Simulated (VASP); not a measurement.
Wanted: the native input for a VASP 6.6.1 run.

```
Task                   : single point
Functional             : PBE
Potentials or basis    : VASP PAW PBE potentials, release 64 (Mg, Tl_d, O)
Cutoff                 : 520 eV
k mesh                 : 10 × 10 × 1
Occupations            : gaussian, width 0.1 eV
Spin                   : no spin polarisation
Dipole correction      : yes
Further INCAR settings : ALGO = Normal; EDIFF = 1e-06; NBANDS = 20
```

The structure of Mg2TlO lies in POSCAR:

```
Mg2TlO
1.0
    5.2543191800      0.0000000000      0.0000000000
    0.0000000000      5.2543191800      0.0000000000
    0.0000000000      0.0000000000     23.8000000000
Mg Tl O
2 1 1
Direct
    0.5000000000      0.0000000000      0.2941176471
    0.0000000000      0.5000000000      0.2941176471
    0.5000000000      0.5000000000      0.2941176471
    0.0000000000      0.0000000000      0.2941176471
```

The cell was generated, and may not be a known phase.

One way to write it, as run:

INCAR

```
SYSTEM = Mg2TlO
PREC = Accurate
ENCUT = 520
EDIFF = 1E-6
ISMEAR = 0
SIGMA = 0.1
LREAL = .False.
LASPH = .True.
NELM = 100
ALGO = Normal
ISIF = 2
LWAVE = .False.
LCHARG = .True.
LDIPOL = .True.
IDIPOL = 3
DIPOL = 0.5 0.5 0.294
GGA = PE
LELF = .True.
LVHAR = .True.
LVACPOTAV = .True.
NBANDS = 20
```

KPOINTS

```
Automatic mesh
0
Gamma
  10 10 1
  0 0 0
```

Potentials or basis: VASP PAW PBE potentials, release 64 (Mg, Tl_d, O).

Command:

```console
$ cat potpaw_PBE.64/Mg/POTCAR potpaw_PBE.64/Tl_d/POTCAR potpaw_PBE.64/O/POTCAR > POTCAR
$ mpirun -np 1 vasp_std > vasp.out
```

It gave:

```json
{
 "Band gap on the k mesh": "zero (an odd number of electrons rules out a gap without spin polarisation)"
}
```

Caveat: spin-orbit coupling is left out, which moves the levels of the heavy elements; an odd number of electrons without spin polarisation forces a metal; a magnetic or distorted state may lie lower.

Wall time 5.2 min on 1 thread of AMD EPYC 9R45 96-Core Processor (Zen 5), with other jobs on the host, peak memory 0.77 GiB.
